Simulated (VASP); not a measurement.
A run of VASP 6.6.1 is set up as follows.

Contents of INCAR:

```
SYSTEM = ZrC
PREC = Accurate ; ENCUT = 600
EDIFF = 1E-6 ; ISMEAR = 0
SIGMA = 0.05 ; LREAL = .FALSE.
LASPH = .TRUE. ; NELM = 100
ALGO = Fast ; ISIF = 4
LWAVE = .FALSE. ; LCHARG = .FALSE.
GGA = PE ; IBRION = 2
NSW = 60 ; EDIFFG = -0.01
```

The input KPOINTS:

```
regular mesh
0
G
  12 12 6
  0 0 0
```

Contents of POSCAR:

```
ZrC
1.0
    3.8086844978      0.0000000000      0.0000000000
   -1.9043422489      3.2984175301      0.0000000000
    0.0000000000      0.0000000000      4.6434861119
Zr C
2 2
Direct
    0.6666666667      0.3333333333      0.0677788007
    0.3333333333      0.6666666667      0.5677788007
    0.6666666667      0.3333333333      0.5574211993
    0.3333333333      0.6666666667      0.0574211993
```

Potentials or basis: VASP PAW PBE potentials, release 64 (Zr_sv, C).

Launch:

```sh
$ cat potpaw_PBE.64/Zr_sv/POTCAR potpaw_PBE.64/C/POTCAR > POTCAR
$ mpirun -np 1 vasp_std > vasp.out
```

Problem. Predict the band gap on the k mesh.

Solution. Zero (bands 16 and 17 overlap by 1.21 eV).

The path:
```
step  energy change (eV)  largest force (eV/Å)  pressure (GPa)  volume (Å³)
   1              0.0000                0.0236           11.05        58.33
   2             -0.0001                0.0039           10.96        58.33
   3             -0.0002                0.0111           10.99        58.33
   4             -0.0002                0.0114           10.99        58.33
   5             -0.0001                0.0174           11.01        58.33
   6             -0.0002                0.0116           11.00        58.33
   7             -0.0002                0.0076           10.99        58.33
```
